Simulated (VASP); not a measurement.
Write the native input for VASP 6.6.1 that does the following.

- Task: relaxation of cell and atoms
- Functional: LDA
- Potentials or basis: VASP PAW LDA potentials, release 64 (Ni)
- Cutoff: 600 eV
- k mesh: 22 × 22 × 22
- Occupations: fermi-dirac, width 0.1 eV
- Spin: collinear spin, ferromagnetic start
- Starting moments: [1.0] μB
- Dipole correction: no
- Further INCAR settings: ALGO = Normal; EDIFF = 1e-06; IBRION = 2; EDIFFG = -0.005; NSW = 60; ISIF = 3

The structure of Ni lies in POSCAR:

```
Ni
1.0
    0.0000000000      1.7124802420      1.7124802420
    1.7124802420      0.0000000000      1.7124802420
    1.7124802420      1.7124802420      0.0000000000
Ni
1
Direct
    0.0000000000      0.0000000000      0.0000000000
```

The input as run:

INCAR

```
SYSTEM = Ni
PREC = Accurate
ENCUT = 600
EDIFF = 1E-6
ISMEAR = -1
SIGMA = 0.1
LREAL = .FALSE.
LASPH = .TRUE.
NELM = 150
ALGO = Normal
ISIF = 3
LWAVE = .FALSE.
LCHARG = .FALSE.
ISPIN = 2
MAGMOM = 1
LORBIT = 11
LMAXMIX = 4
IBRION = 2
NSW = 60
EDIFFG = -0.005
```

KPOINTS

```
regular mesh
0
G
  22 22 22
  0 0 0
```

Potentials or basis: VASP PAW LDA potentials, release 64 (Ni).

The run is started by

```sh
$ cat potpaw_LDA.64/Ni/POTCAR > POTCAR
$ mpirun -np 1 vasp_std > vasp.out
```

Results of the run:

| Item | Value |
| --- | --- |
| Relaxed volume | 10.03 Å³/atom |
| Relaxed cell | a = 2.421 Å, b = 2.421 Å, c = 2.421 Å, α = 60.00°, β = 60.00°, γ = 60.00° |
| Space group after relaxing (to 0.1 Å) | Fm-3m (No. 225) |
| Energy gained by relaxing | 0.0 meV/atom |
| Ionic steps | 3 |
| Pressure after relaxing | 0.1 GPa |
| Net moment | 0.54 μB per cell |
| Site moments | Ni +0.54 μB |
| Valence electrons inside the program's atomic spheres | Ni 9.48 |

Run time: 81 s on 1 thread of AMD EPYC 9R45 96-Core Processor (Zen 5), on a shared host, peak memory 0.15 GiB.
